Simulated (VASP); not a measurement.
K2H3Au, 6 atoms in the cell. The structure is hexagonal, space group P-6m2 (No. 187). The conventional cell has a = 3.621 Å, b = 3.621 Å, c = 8.297 Å, α = 90.00°, β = 90.00°, γ = 120.00°. Within 3.7 Å of K (site symmetry 3m) lie 9 H at 2.63 to 3.30 Å and 7 K at 3.20 to 3.62 Å and 3 Au at 3.30 Å. Within 2.8 Å of H (site symmetry -6m2) lie 3 Au at 2.09 Å. H (site symmetry -6m2) has 3 H at 2.09 Å and 6 K at 2.63 Å within 2.8 Å. Within 2.8 Å of H (site symmetry -6m2) lie 3 H at 2.09 Å and 6 K at 2.63 Å. Au (site symmetry -6m2) has 3 H at 2.09 Å within 2.8 Å. 

| Quantity | Value |
| --- | --- |
| Program | VASP 6.6.1 |
| Task | single point |
| Functional | PBEsol |
| Potentials or basis | VASP PAW PBE potentials, release 64 (K_sv, H, Au) |
| Cutoff | 520 eV |
| k mesh | 6 × 6 × 4 |
| Occupations | fermi-dirac, width 0.03 eV |
| Spin | no spin polarisation |
| Dipole correction | no |
| Further INCAR settings | ALGO = Normal; EDIFF = 1e-06; NBANDS = 25 |

Potentials or basis: VASP PAW PBE potentials, release 64 (K_sv, H, Au).

The run is started by

```console
$ cat potpaw_PBE.64/K_sv/POTCAR potpaw_PBE.64/H/POTCAR potpaw_PBE.64/Au/POTCAR > POTCAR
$ mpirun -np 1 vasp_std > vasp.out
```

Hardware: 1 thread of Intel(R) Xeon(R) Platinum 8259CL CPU @ 2.50GHz (Skylake/Cascade Lake), with other jobs on the host.

Problem. Estimate the wall time of this run.

Solution. It took 59 s on 1 thread of Intel(R) Xeon(R) Platinum 8259CL CPU @ 2.50GHz (Skylake/Cascade Lake), with other jobs on the host, peak memory 0.24 GiB. Counts: scf iterations 15, k points 24.
